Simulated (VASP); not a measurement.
Set up this calculation in VASP 6.6.1, as the native input.

* Task: single point
* Functional: PBE
* Potentials or basis: VASP PAW PBE potentials, release 64 (C)
* Cutoff: 520 eV
* k mesh: 4 × 6 × 4
* Occupations: gaussian, width 0.1 eV
* Spin: no spin polarisation
* Dipole correction: no
* Further INCAR settings: ALGO = Normal; EDIFF = 1e-07; NBANDS = 36

The structure of C lies in POSCAR:

```
C
1.0
    4.5467682753      0.0000000000      0.0000000000
    0.0000000000      3.0186138646      0.0000000000
    0.0000000000      0.0000000000      5.3791390393
C
12
Direct
    0.2499818673      0.0000044055      0.0397919346
    0.7500181327      0.9999955945      0.5397919346
    0.7499818673      0.9999955945      0.0397919346
    0.2500181327      0.0000044055      0.5397919346
    1.0000102566      0.7057519486      0.6436061983
   -0.0000102566      0.2942480514      0.1436061983
    0.5000102566      0.2942480514      0.6436061983
    0.4999897434      0.7057519486      0.1436061983
    0.4999970054      0.2942118716      0.9359939272
    0.5000029946      0.7057881284      0.4359939272
    0.9999970054      0.7057881284      0.9359939272
    0.0000029946      0.2942118716      0.4359939272
```

The cell was generated, and may not be a known phase.

The input as run:

INCAR

```
SYSTEM = C
ALGO     = Normal         ! electronic algorithm
EDIFF    = 1E-7           ! SCF threshold, eV
ENCUT    = 520            ! plane-wave cutoff, eV
GGA      = PE             ! functional
ISIF     = 2              ! what is computed and relaxed
ISMEAR   = 0              ! smearing method
LASPH    = .True.         ! aspherical terms in the spheres
LCHARG   = .True.         ! write CHGCAR
LELF     = .True.         ! ELF
LREAL    = .False.        ! projectors in reciprocal space
LVHAR    = .True.       
LWAVE    = .False.        ! write WAVECAR
NBANDS   = 36             ! bands
NELM     = 100            ! most SCF steps
PREC     = Accurate       ! precision mode
SIGMA    = 0.1            ! smearing width, eV
```

KPOINTS

```
k-points
0
Gamma
  4 6 4
  0 0 0
```

Potentials or basis: VASP PAW PBE potentials, release 64 (C).

Run with:

```sh
$ cat potpaw_PBE.64/C/POTCAR > POTCAR
$ mpirun -np 1 vasp_std > vasp.out
```

It gave:

The pressure is 0.8 GPa, the largest force is 0.024 eV/Å and the band gap on the k mesh is 1.15 eV.

It took 58 s on 1 thread of Intel(R) Xeon(R) Platinum 8375C CPU @ 2.90GHz (Ice Lake), with other jobs on the host, peak memory 0.2 GiB.
